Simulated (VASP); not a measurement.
# Ge (Fd-3m) in VASP: notebook

Ge is run at these levels: r2SCAN; tasks: electric field gradients.

Everything below comes from runs of VASP 6.6.1. Logs are shortened: lines on timing, memory, paths and dates and some standing lists are left out, and cuts for length are marked.

### Step 1. The cell of the first run

It takes space group Fd-3m (No. 227, cubic). Conventional cell: a = 5.675 Å, b = 5.675 Å, c = 5.675 Å, α = 90.00°, β = 90.00°, γ = 90.00°. Ge (site symmetry -43m) has 4 Ge at 2.46 Å within 3.2 Å.

### Step 2. Electric field gradients, r2SCAN

File POSCAR:

```
Ge
1.0
    0.0000000000      2.8374271074      2.8374271074
    2.8374271074      0.0000000000      2.8374271074
    2.8374271074      2.8374271074      0.0000000000
Ge
2
Direct
    0.0000000000      0.0000000000      0.0000000000
    0.2500000000      0.2500000000      0.2500000000
```

File INCAR.step1:

```
ALGO     = Normal         # electronic algorithm
EDIFF    = 1E-4           # SCF threshold, eV
ENCUT    = 520            # plane-wave cutoff, eV
GGA      = PE             # functional
ISMEAR   = -1             # smearing method
LASPH    = True           # aspherical terms in the spheres
LCHARG   = False          # write CHGCAR
LREAL    = False          # projectors in reciprocal space
LWAVE    = True           # write WAVECAR
NBANDS   = 21             # bands
NELM     = 100            # most SCF steps
PREC     = Accurate       # precision mode
SIGMA    = 0.05           # smearing width, eV
```

File INCAR.step2:

```
ALGO     = Normal         # electronic algorithm
EDIFF    = 1E-8           # SCF threshold, eV
ENCUT    = 520            # plane-wave cutoff, eV
ISIF     = 2              # what is computed and relaxed
ISMEAR   = -1             # smearing method
ISTART   = 1            
LASPH    = True           # aspherical terms in the spheres
LCHARG   = False          # write CHGCAR
LEFG     = True         
LMIXTAU  = True         
LREAL    = False          # projectors in reciprocal space
LWAVE    = False          # write WAVECAR
METAGGA  = R2SCAN         # meta-GGA
NBANDS   = 21             # bands
NELM     = 100            # most SCF steps
PREC     = Accurate       # precision mode
SIGMA    = 0.05           # smearing width, eV
```

File KPOINTS:

```
k-points
0
Gamma
  11 11 11
```

Potentials or basis: VASP PAW PBE potentials, release 64 (Ge_d).

Run with:

```sh
cat potpaw_PBE.64/Ge_d/POTCAR > POTCAR
cp INCAR.step1 INCAR
mpirun -np 1 vasp_std > vasp.out
cp INCAR.step2 INCAR
mpirun -np 1 vasp_std > vasp.out
```

OUTCAR:

```text
EDIFF = 1E-8
   ENCUT = 520
   ISIF = 2
   ISMEAR = -1
   ISTART = 1
   LASPH = True
   LREAL = False
   METAGGA = R2SCAN
   NELM = 100
   PREC = Accurate

 ion  position               nearest neighbor table
   1  0.000  0.000  0.000-   2 2.46   2 2.46   2 2.46   2 2.46
   2  0.250  0.250  0.250-   1 2.46   1 2.46   1 2.46   1 2.46

  LATTYP: Found a face centered cubic cell.
 ALAT       =     5.6748542148

  Lattice vectors:

 A1 = (   0.0000000000,   2.8374271074,   2.8374271074)
 A2 = (   2.8374271074,   0.0000000000,   2.8374271074)
 A3 = (   2.8374271074,   2.8374271074,   0.0000000000)

Analysis of symmetry for initial positions (statically):
=====================================================================
 Subroutine PRICEL returns:
 Original cell was already a primitive cell.

 Routine SETGRP: Setting up the symmetry group for a
 face centered cubic supercell.

 Subroutine GETGRP returns: Found 48 space group operations
 (whereof 24 operations were pure point group operations)
 out of a pool of 48 trial point group operations.

The static configuration has the point symmetry T_d .
 The point group associated with its full space group is O_h .

Analysis of symmetry for dynamics (positions and initial velocities):
=====================================================================
 Subroutine PRICEL returns:
 Original cell was already a primitive cell.

 Routine SETGRP: Setting up the symmetry group for a
 face centered cubic supercell.

 Subroutine GETGRP returns: Found 48 space group operations
 (whereof 24 operations were pure point group operations)
 out of a pool of 48 trial point group operations.

The dynamic configuration has the point symmetry T_d .
 The point group associated with its full space group is O_h .

 Subroutine INISYM returns: Found 48 space group operations
 (whereof 24 operations are pure point group operations),
 and found     1 'primitive' translations

----------------------------------------------------------------------------------------

                                     Primitive cell

  volume of cell :      45.6882

  direct lattice vectors                    reciprocal lattice vectors
     0.000000000  2.837427107  2.837427107    -0.176215981  0.176215981  0.176215981
     2.837427107  0.000000000  2.837427107     0.176215981 -0.176215981  0.176215981
     2.837427107  2.837427107  0.000000000     0.176215981  0.176215981 -0.176215981

  length of vectors
     4.012727898  4.012727898  4.012727898     0.305215031  0.305215031  0.305215031

  position of ions in fractional coordinates (direct lattice)
     0.000000000  0.000000000  0.000000000
     0.250000000  0.250000000  0.250000000

  ion indices of the primitive-cell ions
   primitive index   ion index
                 1           1
                 2           2

----------------------------------------------------------------------------------------

 KPOINTS: k-points

Automatic generation of k-mesh.
 Grid dimensions read from file:
 generate k-points for:   11   11   11

 Generating k-lattice:

  Cartesian coordinates                     Fractional coordinates (reciprocal lattice)
    -0.016019635  0.016019635  0.016019635     0.090909091  0.000000000  0.000000000
     0.016019635 -0.016019635  0.016019635     0.000000000  0.090909091  0.000000000
     0.016019635  0.016019635 -0.016019635     0.000000000  0.000000000  0.090909091

  Length of vectors
     0.027746821  0.027746821  0.027746821

  Shift w.r.t. Gamma in fractional coordinates (k-lattice)
     0.000000000  0.000000000  0.000000000

 Subroutine IBZKPT returns following result:
 ===========================================

 Found     56 irreducible k-points:

 Following reciprocal coordinates:
            Coordinates               Weight
  0.000000  0.000000  0.000000      1.000000
  0.090909  0.000000  0.000000      8.000000
  0.181818  0.000000  0.000000      8.000000
  0.272727  0.000000  0.000000      8.000000
  0.363636  0.000000  0.000000      8.000000
  0.454545  0.000000  0.000000      8.000000
[... 16 lines left out ...]
 -0.272727  0.181818  0.000000     24.000000
 -0.181818  0.181818  0.000000     12.000000
 [... further k-points ...]
   k-points           NKPTS =     56   k-points in BZ     NKDIM =     56   number of bands    NBANDS=     21
   number of dos      NEDOS =    301   number of ions     NIONS =      2
   total plane-waves  NPLWV =  27000
   dimension x,y,z NGX =    30 NGY =   30 NGZ =   30
   dimension x,y,z NGXF=    60 NGYF=   60 NGZF=   60
   ions per type =               2
   NGX,Y,Z   is equivalent  to a cutoff of  12.43, 12.43, 12.43 a.u.
   NGXF,Y,Z  is equivalent  to a cutoff of  24.86, 24.86, 24.86 a.u.
 SYSTEM =  unknown system
   PREC   = accura    normal or accurate (medium, high low for compatibility)
   ISTART =      1    job   : 0-new  1-cont  2-samecut
   ICHARG =      0    charge: 1-file 2-atom 10-const
   ISPIN  =      1    spin polarized calculation?
   LNONCOLLINEAR =      F non collinear calculations
   LSORBIT =      F    spin-orbit coupling
   LASPH  =      T    aspherical Exc in radial PAW
   ENCUT  =  520.0 eV  38.22 Ry    6.18 a.u.   7.46  7.46  7.46*2*pi/ulx,y,z
   NELM   =    100;   NELMIN=  2; NELMDL=  0     # of ELM steps
   EDIFF  = 0.1E-07   stopping-criterion for ELM
   LREAL  =      F    real-space projection
   EDIFFG = 0.1E-06   stopping-criterion for IOM
   NSW    =      0    number of steps for IOM
   IBRION =     -1    ionic relax: 0-MD 1-quasi-New 2-CG
   NFREE  =      0    steps in history (QN), initial steepest desc. (CG)
   ISIF   =      2    stress and relaxation
   ISYM   =      2    0-nonsym 1-usesym 2-fastsym
   POTIM  = 0.5000    time-step for ionic-motion
   TEBEG  =    0.0;   TEEND  =   0.0 temperature during run
   PSTRESS=    0.0 pullay stress
   NELECT =      28.0000    total number of electrons
   NUPDOWN=      -1.0000    fix difference up-down
   EMIN   =  10.00;   EMAX   =-10.00  energy-range for DOS
   EFERMI =   0.00;   METHOD = LEGACY
   ISMEAR =    -1;   SIGMA  =   0.05  broadening in eV -4-tet -1-fermi 0-gaus
   EFERMI_NEDOS =   21; number of points for ismear=-14 and -15
   IALGO  =     38    algorithm
   IMIX   =      4    mixing-type and parameters
     AMIX     =   0.40;   BMIX     =  1.00
     AMIX_MAG =   1.60;   BMIX_MAG =  1.00
  volume/ion in A,a.u.               =      22.84       154.16
  Fermi-wavevector in a.u.,A,eV,Ry     =   1.390570  2.627796 26.309373  1.933684
  Thomas-Fermi vector in A             =   2.514492
   LORBIT       =      0    0 simple, 1 ext, 2 COOP (PROOUT), +10 PAW based schemes
   METAGGA = R2SCAN    functional components
   LHFCALC =     F    Hartree Fock is set to
   AEXX    =    0.0000 exact exchange contribution
   IVDW    =     0    specifies the selected vdW correction
   LEPSILON=     F    determine dielectric tensor
   LRPA    =     F    only Hartree local field effects (RPA)
 non-spin polarized calculation
  energy-cutoff  :      520.00
  volume of cell :       45.69
 maximum number of plane-waves:      1247
 NGX is ok and might be reduce to    30
   NGX = 15   NGY = 15   NGZ = 15

 number of electron      28.0000014 magnetization

 Free energy of the ion-electron system (eV)
  ---------------------------------------------------
  ext. energy  EPLUGINS =         0.00000000
  ---------------------------------------------------
  free energy    TOTEN  =       -27.74376364 eV

  energy without entropy =      -27.74368451  energy(sigma->0) =      -27.74372407

 E-fermi :   4.8865     XC(G=0): -10.7725

 val. band max:        4.7126030383   @ k =   0.0000   0.0000   0.0000
 cond. band min:       5.0294800525   @ k =   0.0000   0.0000   0.0000
 fundamental gap:      0.3168770141
 Fermi energy:         4.8865005563

 k-point     1 :       0.0000    0.0000    0.0000
  band No.  band energies     occupation
      1     -20.7694      2.00000
      2     -20.7694      2.00000
      3     -20.7694      2.00000
      4     -20.7308      2.00000
      5     -20.7308      2.00000
      6     -20.5181      2.00000
[... 13 lines left out ...]
     20      14.6255      0.00000
     21      14.6255      0.00000
[... 529 lines left out ...]
 k-point    24 :      -0.1818    0.1818    0.0000
  band No.  band energies     occupation
      1     -20.7975      2.00000
      2     -20.7946      2.00000
      3     -20.7481      2.00000
      4     -20.7007      2.00000
      5     -20.6797      2.00000
      6     -20.5655      2.00000
[... 13 lines left out ...]
     20      14.9541      0.00000
     21      15.0942      0.00000

 [... further k-points ...]

------------------------ aborting loop because EDIFF is reached ----------------------------------------

  FORCE on cell =-STRESS in cart. coord.  units (eV):
  Direction    XX          YY          ZZ          XY          YZ          ZX
  --------------------------------------------------------------------------------------
  -------------------------------------------------------------------------------------
  Total        0.0120792      0.0120792      0.0120792     -0.0000000      0.0000000     -0.0000000
  in kB        0.4235880      0.4235880      0.4235880     -0.0000000      0.0000000     -0.0000000
  external PRESSURE =       0.4235880 kB  Pullay stress =       0.0000000 kB

 VOLUME and BASIS-vectors are now :
 -----------------------------------------------------------------------------
  energy-cutoff  :      520.00
  volume of cell :       45.69
      direct lattice vectors                 reciprocal lattice vectors
     0.000000000  2.837427107  2.837427107    -0.176215981  0.176215981  0.176215981
     2.837427107  0.000000000  2.837427107     0.176215981 -0.176215981  0.176215981
     2.837427107  2.837427107  0.000000000     0.176215981  0.176215981 -0.176215981

 POSITION                                       TOTAL-FORCE (eV/Angst)
 -----------------------------------------------------------------------------------
      0.00000      0.00000      0.00000         0.000000      0.000000      0.000000
      1.41871      1.41871      1.41871        -0.000000     -0.000000     -0.000000
 -----------------------------------------------------------------------------------
    total drift:                                0.000000     -0.000000      0.000000

  FREE ENERGIE OF THE ION-ELECTRON SYSTEM (eV)
  ---------------------------------------------------
  free  energy   TOTEN  =       -27.7437636357 eV

  energy  without entropy=      -27.7436845086  energy(sigma->0) =      -27.74372407

 Electric field gradients (V/A^2)
---------------------------------------------------------------------
 ion       V_xx      V_yy      V_zz      V_xy      V_xz      V_yz
---------------------------------------------------------------------
   1      -0.000    -0.000    -0.000     0.004     0.004     0.004
   2      -0.000    -0.000    -0.000     0.004     0.004     0.004
---------------------------------------------------------------------

 Electric field gradients after diagonalization (V/A^2)
 (convention: |V_zz| > |V_xx| > |V_yy|)
----------------------------------------------------------------------
 ion       V_xx      V_yy      V_zz     asymmetry (V_yy - V_xx)/ V_zz
----------------------------------------------------------------------
   1      -0.004    -0.004     0.008       0.000
   2      -0.004    -0.004     0.008       0.000
----------------------------------------------------------------------

           NMR quadrupolar parameters

 Cq : quadrupolar parameter    Cq=e*Q*V_zz/h
 eta: asymmetry parameters     (V_yy - V_xx)/ V_zz
 Q  : nuclear electric quadrupole moment in mb (millibarn)
----------------------------------------------------------------------
 ion       Cq(MHz)       eta       Q (mb)
----------------------------------------------------------------------
   1       0.000       0.000       1.000
   2       0.000       0.000       1.000
----------------------------------------------------------------------
```

Run time: 6.3 min. Hardware: 1 thread of Intel Xeon 8259CL, shared host; peak memory 0.19 GiB.

What came out:

```
Free energy                             : -27.7438 eV
Pressure                                : 0.0 GPa
Band gap on the k mesh                  : 0.32 eV
Largest electric field gradient by atom : under 0.05 V/Å² on every atom
```

Levels at points of the mesh, in eV from the valence-band top:
```tsv
k point	band 10	band 11	band 12	band 13	band 14	band 15	band 16	band 17	band 18	band 19
(0.00, 0.00, 0.00)	-25.21	-13.23	0.00	0.00	0.00	0.32	2.71	2.71	2.71	7.04
```

Caveat: semilocal functionals underestimate gaps, and a narrow one can read as zero; the PAW data sets were made with another functional, which shifts forces and pressure a little; an odd mesh through Γ misses points on the zone boundary, where band edges can lie.

### Step 3. Electric field gradients, r2SCAN (23.30 Å³/atom)

This run uses another cell than the first one, of 23.30 Å³/atom.

File POSCAR:

```
Ge
1.0
    0.0000000000      2.8562185630      2.8562185630
    2.8562185630      0.0000000000      2.8562185630
    2.8562185630      2.8562185630      0.0000000000
Ge
2
Direct
    0.0000000000      0.0000000000      0.0000000000
    0.2500000000      0.2500000000      0.2500000000
```

File INCAR.step1:

```
SYSTEM = Ge
ALGO = Normal ; EDIFF = 1E-4
ENCUT = 520 ; GGA = PE
ISMEAR = -1 ; LASPH = .TRUE.
LCHARG = .FALSE. ; LREAL = .FALSE.
LWAVE = .TRUE. ; NBANDS = 21
NELM = 80 ; PREC = Accurate
SIGMA = 0.05
```

File INCAR.step2:

```
SYSTEM = Ge
ALGO = Normal ; EDIFF = 1E-8
ENCUT = 520 ; ISIF = 2
ISMEAR = -1 ; ISTART = 1
LASPH = .TRUE. ; LCHARG = .FALSE.
LEFG = .TRUE. ; LMIXTAU = .TRUE.
LREAL = .FALSE. ; LWAVE = .FALSE.
METAGGA = R2SCAN ; NBANDS = 21
NELM = 80 ; PREC = Accurate
SIGMA = 0.05
```

File KPOINTS:

```
k-points
0
G
  11 11 11
  0 0 0
```

Potentials or basis: VASP PAW PBE potentials, release 64 (Ge_d).

Run with:

```sh
cat potpaw_PBE.64/Ge_d/POTCAR > POTCAR
cp INCAR.step1 INCAR
mpirun -np 1 vasp_std > vasp.out
cp INCAR.step2 INCAR
mpirun -np 1 vasp_std > vasp.out
```

OUTCAR:

```text
SYSTEM = Ge
   EDIFF = 1E-8
   ENCUT = 520
   ISIF = 2
   ISMEAR = -1
   ISTART = 1
   LASPH = .TRUE.
   LREAL = .FALSE.
   METAGGA = R2SCAN
   NELM = 80
   PREC = Accurate

 ion  position               nearest neighbor table
   1  0.000  0.000  0.000-   2 2.47   2 2.47   2 2.47   2 2.47
   2  0.250  0.250  0.250-   1 2.47   1 2.47   1 2.47   1 2.47

  LATTYP: Found a face centered cubic cell.
 ALAT       =     5.7124371260

  Lattice vectors:

 A1 = (   0.0000000000,   2.8562185630,   2.8562185630)
 A2 = (   2.8562185630,   0.0000000000,   2.8562185630)
[... 791 lines left out ...]
  free  energy   TOTEN  =       -27.7404887557 eV

  energy  without entropy=      -27.7403020885  energy(sigma->0) =      -27.74039542

 Electric field gradients (V/A^2)
---------------------------------------------------------------------
 ion       V_xx      V_yy      V_zz      V_xy      V_xz      V_yz
---------------------------------------------------------------------
   1      -0.000    -0.000    -0.000     0.005     0.005     0.005
   2      -0.000    -0.000    -0.000     0.005     0.005     0.005
---------------------------------------------------------------------

 Electric field gradients after diagonalization (V/A^2)
 (convention: |V_zz| > |V_xx| > |V_yy|)
----------------------------------------------------------------------
 ion       V_xx      V_yy      V_zz     asymmetry (V_yy - V_xx)/ V_zz
----------------------------------------------------------------------
   1      -0.005    -0.005     0.009       0.000
   2      -0.005    -0.005     0.009       0.000
----------------------------------------------------------------------

           NMR quadrupolar parameters

 Cq : quadrupolar parameter    Cq=e*Q*V_zz/h
 eta: asymmetry parameters     (V_yy - V_xx)/ V_zz
 Q  : nuclear electric quadrupole moment in mb (millibarn)
----------------------------------------------------------------------
 ion       Cq(MHz)       eta       Q (mb)
----------------------------------------------------------------------
   1       0.000       0.000       1.000
   2       0.000       0.000       1.000
----------------------------------------------------------------------
```

OUTCAR.step1:

```text
SYSTEM = Ge
   EDIFF = 1E-4
   ENCUT = 520
   GGA = PE
   ISMEAR = -1
   LASPH = .TRUE.
   LREAL = .FALSE.
[... 798 lines left out ...]
      0.00000      0.00000      0.00000        -0.000000     -0.000000     -0.000000
      1.42811      1.42811      1.42811         0.000000      0.000000      0.000000
 -----------------------------------------------------------------------------------
    total drift:                                0.000000     -0.000000      0.000000

  FREE ENERGIE OF THE ION-ELECTRON SYSTEM (eV)
  ---------------------------------------------------
  free  energy   TOTEN  =        -9.0296160371 eV

  energy  without entropy=       -9.0290262121  energy(sigma->0) =       -9.02932112
```

Wall time 6.1 min (1 thread of Intel Xeon 8259CL, shared host); peak memory 0.19 GiB.

What came out:

| Quantity | Value |
| --- | --- |
| Free energy | -27.7405 eV |
| Pressure | -1.3 GPa |
| Band gap on the k mesh | 0.13 eV |
| Largest electric field gradient by atom | under 0.05 V/Å² on every atom |

Caveat: semilocal functionals underestimate gaps, and a narrow one can read as zero; the PAW data sets were made with another functional, which shifts forces and pressure a little; an odd mesh through Γ misses points on the zone boundary, where band edges can lie.

[end of part 1 of 2]

The gap in the log of VASP goes by the Fermi energy; the results here count the filled bands.